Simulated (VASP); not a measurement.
# Li (Fm-3m) in VASP: further runs, part 2 of 2

VASP 6.6.1.

## Step 4: Relaxation of cell and atoms, PBEsol, target pressure 20 GPa, at which the enthalpy is minimised

Input file INCAR:

```
SYSTEM = Li
ALGO = Normal
EDIFF = 1E-7
EDIFFG = -0.01
ENCUT = 600
GGA = PS
IBRION = 2
ISIF = 3
ISMEAR = -1
LASPH = .True.
LCHARG = .False.
LREAL = .False.
LWAVE = .False.
NELM = 60
NSW = 60
PREC = Accurate
PSTRESS = 200.0
SIGMA = 0.05
```

Input file KPOINTS:

```
k-points
0
Gamma
  10 10 10
  0 0 0
```

Input file POSCAR:

```
Li
1.0
    0.0000000000      2.2020000000      2.2020000000
    2.2020000000      0.0000000000      2.2020000000
    2.2020000000      2.2020000000      0.0000000000
Li
1
Direct
    0.0000000000      0.0000000000      0.0000000000
```

Launch:

```bash
$ cat potpaw_PBE.64/Li_sv/POTCAR > POTCAR
$ mpirun -np 1 vasp_std > vasp.out
```

It took 36 s on 1 thread of Intel Xeon Platinum 8375C at 2.90GHz (Ice Lake), shared host; peak memory 0.15 GiB.

The run converged. Its results:

- Free energy: -1.6203 eV
- Relaxed volume: 11.42 Å³/atom
- Relaxed cell: a = 2.528 Å, b = 2.528 Å, c = 2.528 Å, α = 60.00°, β = 60.00°, γ = 60.00°
- Space group after relaxing (to 0.1 Å): Fm-3m (No. 225)
- Energy change on relaxing (the run minimises the enthalpy): +346.9 meV/atom
- Ionic steps: 19
- Pressure after relaxing: 20.0 GPa
- Band gap on the k mesh: zero (an odd number of electrons rules out a gap without spin polarisation)

Step by step:
| step | energy change (eV) | largest force (eV/Å) | pressure (GPa) | volume (Å³) |
| --- | --- | --- | --- | --- |
| 1 | 0.0000 | 0.0000 | -0.80 | 21.35 |
| 2 | 0.1309 | 0.0000 | 9.35 | 13.88 |
| 3 | 0.2789 | 0.0000 | 16.70 | 12.01 |
| 4 | 0.3526 | 0.0000 | 20.27 | 11.37 |
| 5 | 0.3328 | 0.0000 | 19.31 | 11.53 |
| 6 | 0.3330 | 0.0000 | 19.31 | 11.53 |
| 7 | 0.3336 | 0.0000 | 19.35 | 11.53 |
| 8 | 0.3336 | 0.0000 | 19.35 | 11.53 |
| 9 | 0.3336 | 0.0000 | 19.35 | 11.53 |
| 10 | 0.3337 | 0.0000 | 19.35 | 11.53 |
| 11 | 0.3337 | 0.0000 | 19.35 | 11.52 |
| 12 | 0.3339 | 0.0000 | 19.36 | 11.52 |
| 13 | 0.3342 | 0.0000 | 19.38 | 11.52 |
| 14 | 0.3348 | 0.0000 | 19.41 | 11.52 |
| 15 | 0.3359 | 0.0000 | 19.46 | 11.51 |
| 16 | 0.3383 | 0.0000 | 19.58 | 11.49 |
| 17 | 0.3430 | 0.0000 | 19.81 | 11.45 |
| 18 | 0.3526 | 0.0000 | 20.28 | 11.37 |
| 19 | 0.3469 | 0.0000 | 19.99 | 11.42 |

Final structure:
```yaml
crystal:
  lattice:
    - [0.00000, 1.78722, 1.78722]
    - [1.78722, 0.00000, 1.78722]
    - [1.78722, 1.78722, 0.00000]
  atoms:
    - { symbol: Li, position: [0.00000, 0.00000, 0.00000] }
```

Levels at points of the mesh, in eV from the Fermi level:
```
           k point  band 1  band 2  band 3  band 4  band 5
(0.00, 0.00, 0.00)  -45.03   -3.95   21.38   21.38   21.38
(0.50, 0.00, 0.00)  -44.87   -0.22    5.57   18.81   18.81
(0.50, 0.50, 0.00)  -44.83    2.13    7.36   12.43   12.43
```

Caveat: the cutoff is under 1.25 times the usual one of these potentials, so pressure, stress and relaxed cells hold a basis-set (Pulay) error; the cell is relaxed towards a set pressure, so the run minimises the enthalpy, not the energy; the volume moved by over 15 % at a fixed basis, so the end points are rough; the PAW data sets were made with another functional, which shifts forces and pressure a little.

## Step 5: Relaxation of cell and atoms, PBEsol, target pressure 30 GPa, at which the enthalpy is minimised

Input file INCAR:

```
SYSTEM = Li
  PREC = Accurate
  ENCUT = 600
  EDIFF = 1E-6
  ISMEAR = -1
  SIGMA = 0.05
  LREAL = .False.
  LASPH = .True.
  NELM = 100
  ALGO = Normal
  ISIF = 3
  LWAVE = .False.
  LCHARG = .False.
  GGA = PS
  IBRION = 2
  NSW = 60
  EDIFFG = -0.01
  PSTRESS = 300.0
```

Input file KPOINTS:

```
Automatic mesh
0
Gamma
  10 10 10
  0 0 0
```

POSCAR is that of step 4.

Potentials or basis: VASP PAW PBE potentials, release 64 (Li_sv).

Launch:

```bash
$ cat potpaw_PBE.64/Li_sv/POTCAR > POTCAR
$ mpirun -np 1 vasp_std > vasp.out
```

OUTCAR:

```text
SYSTEM = Li
   PREC = Accurate
   ENCUT = 600
   EDIFF = 1E-6
   ISMEAR = -1
   LREAL = .False.
   LASPH = .True.
   NELM = 100
   ISIF = 3
   GGA = PS
   IBRION = 2
   NSW = 60
   EDIFFG = -0.01
   PSTRESS = 300.0

 ion  position               nearest neighbor table
   1  0.000  0.000  0.000-

  LATTYP: Found a face centered cubic cell.
 ALAT       =     4.4040000000

  Lattice vectors:

 A1 = (   0.0000000000,   2.2020000000,   2.2020000000)
 A2 = (   2.2020000000,   0.0000000000,   2.2020000000)
 A3 = (   2.2020000000,   2.2020000000,   0.0000000000)

Analysis of symmetry for initial positions (statically):
=====================================================================
 Subroutine PRICEL returns:
 Original cell was already a primitive cell.

 Routine SETGRP: Setting up the symmetry group for a
[... 165 lines left out ...]
  free energy    TOTEN  =        -1.96728753 eV

  energy without entropy =       -1.96271098  energy(sigma->0) =       -1.96499926

 E-fermi :   0.4261     XC(G=0):  -6.8923

 val. band max:        0.2547076934   @ k =  -0.4000   0.1000   0.0000
 cond. band min:       0.4600397167   @ k =   0.5000   0.3000   0.1000
 fundamental gap:      0.2053320233
 Fermi energy:         0.4261122239

 k-point     1 :       0.0000    0.0000    0.0000
  band No.  band energies     occupation
      1     -45.5140      2.00000
      2      -3.0033      2.00000
      3      14.3444      0.00000
      4      14.3444      0.00000
      5      14.3444      0.00000
[... 294 lines left out ...]
--------------------------------------- Ionic step        4  -------------------------------------------

 number of electron       3.0000000 magnetization

 Free energy of the ion-electron system (eV)
  ---------------------------------------------------
  ext. energy  EPLUGINS =         0.00000000
  ---------------------------------------------------
  free energy    TOTEN  =        -1.41561865 eV

  energy without entropy =       -1.41264722  energy(sigma->0) =       -1.41413293

 E-fermi :   3.0638     XC(G=0):  -8.9652

 val. band max:        3.0261128804   @ k =   0.5000   0.1000   0.0000
 cond. band min:       3.4092748704   @ k =   0.5000   0.3000   0.1000
 fundamental gap:      0.3831619900
 Fermi energy:         3.0638177259

 k-point     1 :       0.0000    0.0000    0.0000
  band No.  band energies     occupation
      1     -41.8515      2.00000
      2      -0.8404      2.00000
      3      26.2728      0.00000
      4      26.2728      0.00000
      5      26.2728      0.00000
[... 216 lines left out ...]
  energy  without entropy=       -1.4126472221  energy(sigma->0) =       -1.41413293

  enthalpy is  TOTEN    =         0.4730607741 eV   P V=        1.8886794213

 reached required accuracy - stopping structural energy minimisation
```

CONTCAR:

```text
Li
   1.00000000000000
    -0.0000000000000000    1.7149015522732927    1.7149015522732927
     1.7149015522732927   -0.0000000000000000    1.7149015522732927
     1.7149015522732927    1.7149015522732927   -0.0000000000000000
  Li
     1
Direct
     0.0000000000000000    0.0000000000000000    0.0000000000000000

  0.00000000E+00  0.00000000E+00  0.00000000E+00
```

Run time: 13 s. Hardware: 1 thread of Intel Xeon Platinum 8375C at 2.90GHz (Ice Lake), shared host; peak memory 0.14 GiB.

What came out:

- Free energy: -1.4156 eV
- Relaxed volume: 10.09 Å³/atom
- Relaxed cell: a = 2.425 Å, b = 2.425 Å, c = 2.425 Å, α = 60.00°, β = 60.00°, γ = 60.00°
- Space group after relaxing (to 0.1 Å): Fm-3m (No. 225)
- Energy change on relaxing (the run minimises the enthalpy): +551.7 meV/atom
- Ionic steps: 4
- Pressure after relaxing: 30.0 GPa
- Band gap on the k mesh: zero (an odd number of electrons rules out a gap without spin polarisation)

The path:
```tsv
step	energy change (eV)	largest force (eV/Å)	pressure (GPa)	volume (Å³)
1	0.0000	0.0000	-0.81	21.35
2	0.4007	0.0000	22.60	11.01
3	0.5193	0.0000	28.44	10.26
4	0.5517	0.0000	30.01	10.09
```

Final structure:
```
Li
1.0
     0.00000    1.71490    1.71490
     1.71490    0.00000    1.71490
     1.71490    1.71490    0.00000
Li
1
Direct
  0.00000 0.00000 0.00000
```

Caveat: the cutoff is under 1.25 times the usual one of these potentials, so pressure, stress and relaxed cells hold a basis-set (Pulay) error; the cell is relaxed towards a set pressure, so the run minimises the enthalpy, not the energy; the volume moved by over 15 % at a fixed basis, so the end points are rough; the PAW data sets were made with another functional, which shifts forces and pressure a little.

## Step 6: The runs side by side

| cell | gap on the mesh (eV) | pressure (GPa) |
| --- | --- | --- |
| relaxed to 5 GPa | none | 5.0 |
| relaxed to 10 GPa | none | 9.9 |
| relaxed to 20 GPa | none | 20.0 |
| relaxed to 30 GPa | none | 30.0 |

Alike in all rows: task relaxation of cell and atoms; level PBEsol; potentials or basis VASP PAW PBE potentials, release 64 (Li_sv); no spin polarisation; k mesh 10 × 10 × 10; cutoff (eV) 600; smearing fermi-dirac 0.05 eV.

Caveats: the cutoff is under 1.25 times the usual one of these potentials, so pressure, stress and relaxed cells hold a basis-set (Pulay) error; the cell is relaxed towards a set pressure, so the run minimises the enthalpy, not the energy; the volume moved by over 15 % at a fixed basis, so the end points are rough; the PAW data sets were made with another functional, which shifts forces and pressure a little.

Total energies depend on the potentials used, so only differences within one code and one set of settings carry meaning.
